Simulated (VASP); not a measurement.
Write the native input for VASP 6.6.1 that does the following.

* Task: relaxation of cell and atoms
* Functional: PBE
* Potentials or basis: VASP PAW PBE potentials, release 64 (Bi_d, O)
* Cutoff: 600 eV
* k mesh: 4 × 4 × 4
* Occupations: gaussian, width 0.2 eV
* Spin: no spin polarisation
* Dipole correction: no
* Further INCAR settings: ALGO = Normal; EDIFF = 1e-07; IBRION = 2; EDIFFG = -0.08; NSW = 36; ISIF = 3

The structure of BiO5 lies in POSCAR:

```
BiO5
1.0
    2.9700000000      1.7147303000      2.4233333300
   -2.9700000000      1.7147303000      2.4233333300
    0.0000000000     -3.4294606000      2.4233333300
Bi O
1 5
Direct
    0.0000000000      0.0000000000      0.0000000000
    0.4170000000      0.4170000000      0.4170000000
    0.5830000000      0.5830000000      0.5830000000
    0.0000000000      0.5000000000      0.0000000000
    0.0000000000      0.0000000000      0.5000000000
    0.5000000000      0.0000000000      0.0000000000
```

The input as run:

INCAR

```
  PREC = Accurate
  ENCUT = 600
  EDIFF = 1E-7
  ISMEAR = 0
  SIGMA = 0.2
  LREAL = F
  LASPH = T
  NELM = 120
  ALGO = Normal
  ISIF = 3
  LWAVE = F
  LCHARG = F
  GGA = PE
  IBRION = 2
  NSW = 36
  EDIFFG = -0.08
  GGA_COMPAT = F
  NELMIN = 4
```

KPOINTS

```
Automatic mesh
0
Gamma
  4 4 4
```

Potentials or basis: VASP PAW PBE potentials, release 64 (Bi_d, O).

The run is started by

```console
$ cat potpaw_PBE.64/Bi_d/POTCAR potpaw_PBE.64/O/POTCAR > POTCAR
$ mpirun -np 1 vasp_std > vasp.out
```

Results of the run:

* Relaxed volume: 13.05 Å³/atom
* Relaxed cell: a = 4.278 Å, b = 4.278 Å, c = 4.278 Å, α = 90.31°, β = 90.31°, γ = 90.31°
* Space group after relaxing (to 0.1 Å): R-3m (No. 166)
* Energy gained by relaxing: 11.6 meV/atom
* Ionic steps: 6
* Pressure after relaxing: 0.0 GPa
* Band gap on the k mesh: zero (an odd number of electrons rules out a gap without spin polarisation)

Caveat: the k points lie up to 0.37 Å⁻¹ apart in the final cell, too coarse for converged energies and pressures of a metal; the standard files for N, O and F lose accuracy on very short bonds; spin-orbit coupling is left out, which moves the levels of the heavy elements; an odd number of electrons without spin polarisation forces a metal; a magnetic or distorted state may lie lower.

It took 72 s on 1 thread of Intel(R) Xeon(R) 6975P-C (Granite Rapids), on a shared host, peak memory 0.21 GiB.
